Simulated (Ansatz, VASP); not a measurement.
## Os in VASP and in Ansatz

File INCAR:

```
SYSTEM = Os
PREC = Accurate
ENCUT = 600
EDIFF = 1E-6
ISMEAR = 0
SIGMA = 0.1
LREAL = .False.
LASPH = .True.
NELM = 100
ALGO = Normal
ISIF = 3
LWAVE = .False.
LCHARG = .False.
GGA = PE
IVDW = 12
IBRION = 2
NSW = 100
EDIFFG = -0.005
```

The input KPOINTS:

```
Automatic mesh
0
Gamma
  18 18 10
  0 0 0
```

File POSCAR:

```
Os
1.0
    2.7461342319      0.0000000000      0.0000000000
   -1.3730671160      2.3782220071      0.0000000000
    0.0000000000      0.0000000000      4.3263142200
Os
2
Direct
    0.3333333300      0.6666666700      0.2500000000
    0.6666666700      0.3333333300      0.7500000000
```

Input for Ansatz:

```yaml
crystal:
  lattice:
    - [2.7461342319, 0.0, 0.0]
    - [-1.373067116, 2.3782220071, 0.0]
    - [0.0, 0.0, 4.32631422]
  atoms:
    - { symbol: Os, position: [0.33333333, 0.66666667, 0.25] }
    - { symbol: Os, position: [0.66666667, 0.33333333, 0.75] }
basis:
  ecutwfc: 420
kpoints:
  mp_grid: { grid: [18, 18, 10] }
hamiltonian:
  xc: pbe
  dispersion: d3bj
scf:
  occupations: { method: gaussian, width: 0.1 }
output:
  forces: true
  stress: true
  eigenvalues: true
relax:
  adjacent_minimum: "off"
  f_tol: 0.005
  max_steps: 80
  cell: { stress_tol: 0.05 }
```

Alike in both runs: task relaxation of cell and atoms; functional PBE; dispersion D3(BJ); k mesh 18 × 18 × 10; occupations gaussian, width 0.1 eV; no spin polarisation.

|  | VASP | Ansatz |
| --- | --- | --- |
| version | VASP 6.6.1 | Ansatz 0.2.0 |
| potentials or method | VASP PAW PBE potentials, release 64 (Os), cutoff 600 eV | scalar-relativistic, plane waves, PAW |
| valence electrons in the cell | 16 | 32 |

Ansatz gave:

* gap on the k mesh at the Fermi level, each at its own relaxed structure (eV): none
* relaxed volume (Å³/atom): 14.01
* relaxed cell length with the largest relative difference (Å): 2.735

Problem. Estimate VASP's values.

Solution. gap on the k mesh at the Fermi level, each at its own relaxed structure (eV): none; relaxed volume (Å³/atom): 14.02; relaxed cell length with the largest relative difference (Å): 2.735.

A gap of «none» marks a metal or a gap that the smearing closes. VASP's potentials hold 16 valence electrons a cell and Ansatz's 32, so a difference there can come from the potentials and not from the codes.

Spin-orbit coupling is off throughout.
